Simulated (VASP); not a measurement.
Write the native input for VASP 6.6.1 that does the following.

- Task: single point
- Functional: PBE
- Potentials or basis: VASP PAW PBE potentials, release 64 (C, H)
- Cutoff: 520 eV
- k mesh: 5 × 5 × 1
- Occupations: gaussian, width 0.05 eV
- Spin: no spin polarisation
- Dipole correction: yes
- Further INCAR settings: LREAL = Auto; ALGO = Normal; EDIFF = 1e-07; NBANDS = 68

The structure of HC12 lies in POSCAR:

```
HC12
1.0
    5.0509324483      0.0000000000      0.0000000000
    0.0000000000      5.0509324483      0.0000000000
    0.0000000000      0.0000000000     22.3754933530
C H
24 2
Direct
    0.0000000000      0.2500000000      0.1787670080
    0.0000000000      0.7500000000      0.1787670080
    0.5000000000      0.2500000000      0.1787670080
    0.5000000000      0.7500000000      0.1787670080
    0.0000000000      0.0000000000      0.2186716990
    0.0000000000      0.5000000000      0.2186716990
    0.5000000000      0.0000000000      0.2186716990
    0.5000000000      0.5000000000      0.2186716990
    0.2500000000      0.0000000000      0.2585763899
    0.2500000000      0.5000000000      0.2585763899
    0.7500000000      0.0000000000      0.2585763899
    0.7500000000      0.5000000000      0.2585763899
    0.2500000000      0.2500000000      0.2976014419
    0.2500000000      0.7500000000      0.2976014419
    0.7500000000      0.2500000000      0.2976014419
    0.7500000000      0.7500000000      0.2976014419
    0.0000000000      0.2500000000      0.3394883053
    0.0000000000      0.7500000000      0.3394883053
    0.5000000000      0.2500000000      0.3394883053
    0.5000000000      0.7500000000      0.3394883053
    0.0000000000      0.0000000000      0.3743154719
    0.0000000000      0.5000000000      0.3743154719
    0.5000000000      0.0000000000      0.3743154719
    0.5000000000      0.5000000000      0.3743154719
    0.8520075238      0.3750000000      0.4659335635
    1.1479924762      0.3750000000      0.4659335635
```

The input as run:

INCAR

```
PREC = Accurate ; ENCUT = 520
EDIFF = 1E-7 ; ISMEAR = 0
SIGMA = 0.05 ; LREAL = Auto
LASPH = T ; NELM = 100
ALGO = Normal ; ISIF = 2
LWAVE = F ; LCHARG = F
LDIPOL = T ; IDIPOL = 3
DIPOL = 0.5 0.5 0.292 ; GGA = PE
NBANDS = 68
```

KPOINTS

```
Automatic mesh
0
Gamma
  5 5 1
```

Potentials or basis: VASP PAW PBE potentials, release 64 (C, H).

Launch:

```console
$ cat potpaw_PBE.64/C/POTCAR potpaw_PBE.64/H/POTCAR > POTCAR
$ mpirun -np 1 vasp_std > vasp.out
```

Results of the run:

- Largest force: 3.055 eV/Å
- Band gap on the k mesh: zero (bands 49 and 50 overlap by 0.29 eV)

Run time: 29 min on 1 thread of Intel Xeon 8259CL, with other jobs on the host, peak memory 0.66 GiB.
